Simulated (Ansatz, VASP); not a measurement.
CuI in VASP and in Ansatz

```xyz
2
Lattice="0.0000 2.9780 2.9780 2.9780 0.0000 2.9780 2.9780 2.9780 0.0000" Properties=species:S:1:pos:R:3 pbc="T T T"
Cu    0.0000    0.0000    0.0000
I     1.4890    1.4890    1.4890
```

Change from the starting cell: volume scaled by 0.9405, crystal datasets.

Alike in both runs: task electric field gradients; functional PBE; k mesh 12 × 12 × 12; occupations fermi-dirac, width 0.05 eV; no spin polarisation.

```csv
,VASP,Ansatz
version,VASP 6.6.1,Ansatz 0.2.0
potentials or method,"VASP PAW PBE potentials, release 64 (Cu, I), cutoff 520 eV","all-electron PAW with datasets made for the crystal, scalar-relativistic"
```

Ansatz gave:

| Item | Value |
| --- | --- |
| pressure (GPa) | 2.8 |

Question: Estimate VASP's values.

Answer: Pressure (GPa): 2.9.

Ansatz ran all-electron here, and VASP with PAW potentials.

Spin-orbit coupling is off throughout.
